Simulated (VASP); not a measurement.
# CeO2 (Fm-3m) in VASP: a series of runs, part 2 of 2

VASP 6.6.1. The steps go on from the part before.

**3. Single point, LDA, non-collinear spin, typed start, spin-orbit coupling**

This run uses another cell than the first one, of 12.65 Å³/atom.

Input file INCAR:

```
SYSTEM = CeO2
  PREC = Accurate
  ENCUT = 520
  EDIFF = 1E-6
  ISMEAR = -1
  SIGMA = 0.05
  LREAL = .FALSE.
  LASPH = .TRUE.
  NELM = 150
  ALGO = Normal
  ISIF = 2
  LWAVE = .FALSE.
  LCHARG = .TRUE.
  LNONCOLLINEAR = .TRUE.
  MAGMOM = 0.577 0.577 0.577 0 0 0 0 0 0
  LORBIT = 11
  LSORBIT = .TRUE.
  GGA_COMPAT = .FALSE.
  LORBMOM = .TRUE.
  LMAXMIX = 6
  LVHAR = .TRUE.
  NBANDS = 37
```

Input file KPOINTS:

```
Automatic mesh
0
G
  9 9 9
  0 0 0
```

Input file POSCAR:

```
CeO2
1.0
    0.0000000000      2.6671097099      2.6671097099
    2.6671097099      0.0000000000      2.6671097099
    2.6671097099      2.6671097099      0.0000000000
Ce O
1 2
Direct
    0.0000000000      0.0000000000      0.0000000000
    0.7500000000      0.7500000000      0.7500000000
    0.2500000000      0.2500000000      0.2500000000
```

Potentials or basis: VASP PAW LDA potentials, release 64 (Ce, O).

The run is started by

```bash
cat potpaw_LDA.64/Ce/POTCAR potpaw_LDA.64/O/POTCAR > POTCAR
mpirun -np 1 vasp_ncl > vasp.out
```

OUTCAR:

```text
SYSTEM = CeO2
   PREC = Accurate
   ENCUT = 520
   EDIFF = 1E-6
   ISMEAR = -1
   LREAL = .FALSE.
   LASPH = .TRUE.
   NELM = 150
   ISIF = 2
   LNONCOLLINEAR = .TRUE.
   LORBIT = 11
   LSORBIT = .TRUE.

 ion  position               nearest neighbor table
   1  0.000  0.000  0.000-   2 2.31   2 2.31   2 2.31   2 2.31   3 2.31   3 2.31   3 2.31   3 2.31

   2  0.750  0.750  0.750-   1 2.31   1 2.31   1 2.31   1 2.31
   3  0.250  0.250  0.250-   1 2.31   1 2.31   1 2.31   1 2.31

  LATTYP: Found a face centered cubic cell.
 ALAT       =     5.3342194198

  Lattice vectors:

 A1 = (   0.0000000000,   2.6671097099,   2.6671097099)
 A2 = (   2.6671097099,   0.0000000000,   2.6671097099)
 A3 = (   2.6671097099,   2.6671097099,   0.0000000000)

Analysis of symmetry for initial positions (statically):
=====================================================================
 Subroutine PRICEL returns:
 Original cell was already a primitive cell.

 Routine SETGRP: Setting up the symmetry group for a
 face centered cubic supercell.

 Subroutine GETGRP returns: Found 48 space group operations
 (whereof 48 operations were pure point group operations)
 out of a pool of 48 trial point group operations.

The static configuration has the point symmetry O_h .

Analysis of symmetry for dynamics (positions and initial velocities):
=====================================================================
 Subroutine PRICEL returns:
 Original cell was already a primitive cell.

 Routine SETGRP: Setting up the symmetry group for a
 face centered cubic supercell.

 Subroutine GETGRP returns: Found 48 space group operations
 (whereof 48 operations were pure point group operations)
 out of a pool of 48 trial point group operations.

The dynamic configuration has the point symmetry O_h .

Analysis of structural, dynamic, and magnetic symmetry:
=====================================================================
 Subroutine PRICEL returns:
 Original cell was already a primitive cell.

 Routine SETGRP: Setting up the symmetry group for a
 face centered cubic supercell.

 Subroutine GETGRP returns: Found  6 space group operations
 (whereof  6 operations were pure point group operations)
 out of a pool of 48 trial point group operations.

The overall configuration has the point symmetry S_6 .

 Subroutine INISYM returns: Found  6 space group operations
 (whereof  6 operations are pure point group operations),
 and found     1 'primitive' translations

----------------------------------------------------------------------------------------

                                     Primitive cell

  volume of cell :      37.9448

  direct lattice vectors                    reciprocal lattice vectors
[... 1087 lines left out ...]
  Direction    XX          YY          ZZ          XY          YZ          ZX
  --------------------------------------------------------------------------------------
  -------------------------------------------------------------------------------------
  Total        0.7906086      0.7906086      0.7906086      0.0000121      0.0000121      0.0000121
  in kB       33.3825481     33.3825481     33.3825481      0.0005104      0.0005104      0.0005104
  external PRESSURE =      33.3825481 kB  Pullay stress =       0.0000000 kB

 VOLUME and BASIS-vectors are now :
 -----------------------------------------------------------------------------
  energy-cutoff  :      520.00
  volume of cell :       37.94
      direct lattice vectors                 reciprocal lattice vectors
     0.000000000  2.667109710  2.667109710    -0.187468854  0.187468854  0.187468854
     2.667109710  0.000000000  2.667109710     0.187468854 -0.187468854  0.187468854
     2.667109710  2.667109710  0.000000000     0.187468854  0.187468854 -0.187468854

 POSITION                                       TOTAL-FORCE (eV/Angst)
 -----------------------------------------------------------------------------------
      0.00000      0.00000      0.00000         0.000000     -0.000000      0.000000
      4.00066      4.00066      4.00066        -0.000002     -0.000002     -0.000002
      1.33355      1.33355      1.33355         0.000002      0.000002      0.000002
 -----------------------------------------------------------------------------------
    total drift:                                0.000000      0.000000      0.000000

  FREE ENERGIE OF THE ION-ELECTRON SYSTEM (eV)
  ---------------------------------------------------
  free  energy   TOTEN  =       -29.1916214189 eV

  energy  without entropy=      -29.1916214170  energy(sigma->0) =      -29.19162142

 orbital moment (x)

 # of ion     p       d       f       tot
 ------------------------------------------------
  1        -0.000  -0.000  -0.000  -0.000
  2        -0.000   0.000   0.000  -0.000
  3        -0.000   0.000   0.000  -0.000
 ------------------------------------------------
           -0.000  -0.000  -0.000  -0.000

 orbital moment (y)

 # of ion     p       d       f       tot
 ------------------------------------------------
  1        -0.000  -0.000  -0.000  -0.000
  2        -0.000   0.000   0.000  -0.000
  3        -0.000   0.000   0.000  -0.000
 ------------------------------------------------
           -0.000  -0.000  -0.000  -0.000

 orbital moment (z)

 # of ion     p       d       f       tot
 ------------------------------------------------
  1        -0.000  -0.000  -0.000  -0.000
  2        -0.000   0.000   0.000  -0.000
  3        -0.000   0.000   0.000  -0.000
 ------------------------------------------------
           -0.000  -0.000  -0.000  -0.000

 Spin-Orbit-Coupling matrix elements

 Ion:    1  E_soc:     -0.6913683
 l=   1
     0.0000000    -0.1123456    -0.1123456
    -0.1123456     0.0000000    -0.1123456
    -0.1123456    -0.1123456     0.0000000
 l=   2
     0.0000000    -0.0001959     0.0000000    -0.0001959    -0.0005952
    -0.0001959     0.0000000    -0.0004464    -0.0001959    -0.0001488
     0.0000000    -0.0004464     0.0000000    -0.0004464     0.0000000
    -0.0001959    -0.0001959    -0.0004464     0.0000000    -0.0001488
    -0.0005952    -0.0001488     0.0000000    -0.0001488     0.0000000
 l=   3
     0.0000000    -0.0002089     0.0000000     0.0000000     0.0000000    -0.0001947    -0.0014776
    -0.0002089     0.0000000    -0.0003482     0.0000000    -0.0003482    -0.0005572    -0.0002089
     0.0000000    -0.0003482     0.0000000    -0.0010433    -0.0000565    -0.0002961     0.0000000
     0.0000000     0.0000000    -0.0010433     0.0000000    -0.0010433     0.0000000     0.0000000
[... 29 lines left out ...]
 l=   2
     0.0000000     0.0000000     0.0000000     0.0000000     0.0000000
     0.0000000     0.0000000     0.0000000     0.0000000     0.0000000
     0.0000000     0.0000000     0.0000000     0.0000000     0.0000000
     0.0000000     0.0000000     0.0000000     0.0000000     0.0000000
     0.0000000     0.0000000     0.0000000     0.0000000     0.0000000
 l=   3
     0.0000000     0.0000000     0.0000000     0.0000000     0.0000000     0.0000000     0.0000000
     0.0000000     0.0000000     0.0000000     0.0000000     0.0000000     0.0000000     0.0000000
     0.0000000     0.0000000     0.0000000     0.0000000     0.0000000     0.0000000     0.0000000
     0.0000000     0.0000000     0.0000000     0.0000000     0.0000000     0.0000000     0.0000000
     0.0000000     0.0000000     0.0000000     0.0000000     0.0000000     0.0000000     0.0000000
     0.0000000     0.0000000     0.0000000     0.0000000     0.0000000     0.0000000     0.0000000
     0.0000000     0.0000000     0.0000000     0.0000000     0.0000000     0.0000000     0.0000000

 total charge

# of ion       s       p       d       f       tot
--------------------------------------------------
    1        2.030   5.810   0.963   1.016   9.819
    2        1.569   3.439   0.000   0.000   5.008
    3        1.569   3.439   0.000   0.000   5.008
--------------------------------------------------
tot          5.168  12.688   0.963   1.016  19.834

 magnetization (x)

# of ion       s       p       d       f       tot
--------------------------------------------------
    1       -0.000   0.000  -0.000   0.000  -0.000
    2       -0.000  -0.000   0.000   0.000  -0.000
    3       -0.000  -0.000   0.000   0.000  -0.000
--------------------------------------------------
tot         -0.000  -0.000  -0.000   0.000  -0.000

 magnetization (y)

# of ion       s       p       d       f       tot
--------------------------------------------------
    1       -0.000   0.000  -0.000   0.000  -0.000
    2       -0.000  -0.000   0.000   0.000  -0.000
    3       -0.000  -0.000   0.000   0.000  -0.000
--------------------------------------------------
tot         -0.000  -0.000  -0.000   0.000  -0.000

 magnetization (z)

# of ion       s       p       d       f       tot
--------------------------------------------------
    1       -0.000   0.000  -0.000   0.000  -0.000
    2       -0.000  -0.000   0.000   0.000  -0.000
    3       -0.000  -0.000   0.000   0.000  -0.000
--------------------------------------------------
tot         -0.000  -0.000  -0.000   0.000  -0.000
```

It took 24 min on 1 thread of Oxide Virtual Turin-like, shared host; peak memory 0.37 GiB.

What came out:

```yaml
Free_energy: -29.1916 eV
Pressure: 3.3 GPa
Net_moment: 0.00 μB per cell
Valence_electrons_inside_the_program's_atomic_spheres: Ce 9.82; O 5.01
```

Moments on the atoms (μB; x, y, z):
```
Ce  0.00 0.00 0.00
O   0.00 0.00 0.00
O   0.00 0.00 0.00
```

Caveat: the magnetic or orbital state may not be the lowest; the cell stands under pressure.

**4. Single point, LDA, non-collinear spin, typed start, spin-orbit coupling**

This run uses another cell than the first one, of 12.91 Å³/atom.

Input file INCAR:

```
SYSTEM = CeO2
ALGO = Normal
EDIFF = 1E-6
ENCUT = 520
GGA_COMPAT = .False.
ISIF = 2
ISMEAR = -1
LASPH = .True.
LCHARG = .True.
LMAXMIX = 6
LNONCOLLINEAR = .True.
LORBIT = 11
LORBMOM = .True.
LREAL = .False.
LSORBIT = .True.
LVHAR = .True.
LWAVE = .False.
MAGMOM = 0.577 0.577 0.577 0 0 0 0 0 0
NBANDS = 37
NELM = 150
PREC = Accurate
SIGMA = 0.05
```

Input file KPOINTS:

```
k-points
0
Gamma
  9 9 9
  0 0 0
```

Input file POSCAR:

```
CeO2
1.0
    0.0000000000      2.6855041512      2.6855041512
    2.6855041512      0.0000000000      2.6855041512
    2.6855041512      2.6855041512      0.0000000000
Ce O
1 2
Direct
    0.0000000000      0.0000000000      0.0000000000
    0.7500000000      0.7500000000      0.7500000000
    0.2500000000      0.2500000000      0.2500000000
```

The run is started by

```bash
cat potpaw_LDA.64/Ce/POTCAR potpaw_LDA.64/O/POTCAR > POTCAR
mpirun -np 1 vasp_ncl > vasp.out
```

Run time: 29 min. Hardware: 1 thread of Oxide Virtual Turin-like, shared host; peak memory 0.38 GiB.

It converged, with:

- Free energy: -29.1986 eV
- Pressure: -0.9 GPa
- Net moment: 0.00 μB per cell
- Valence electrons inside the program's atomic spheres: Ce 9.77; O 5.00

Moments on the atoms (μB; x, y, z):
```
Ce  0.00 0.00 0.00
O   0.00 0.00 0.00
O   0.00 0.00 0.00
```

Caveat: the magnetic or orbital state may not be the lowest.

**5. Overview**

| cell | pressure (GPa) | moment (μB) |
| --- | --- | --- |
| a = 3.745 Å, angles 60.0°, 3 atoms | 8.1 | 0.00 |
| a = 3.772 Å, angles 60.0°, 3 atoms | 3.3 | 0.00 |
| a = 3.798 Å, angles 60.0°, 3 atoms | -0.9 | 0.00 |

Alike in all rows: task single point; level LDA; potentials or basis VASP PAW LDA potentials, release 64 (Ce, O); spin non-collinear, typed start, SOC; k mesh 9 × 9 × 9; cutoff (eV) 520; smearing fermi-dirac 0.05 eV.

Caveats: the magnetic or orbital state may not be the lowest; the cell stands under pressure (at least some runs).

Total energies depend on the potentials used, so only differences within one code and one set of settings carry meaning.
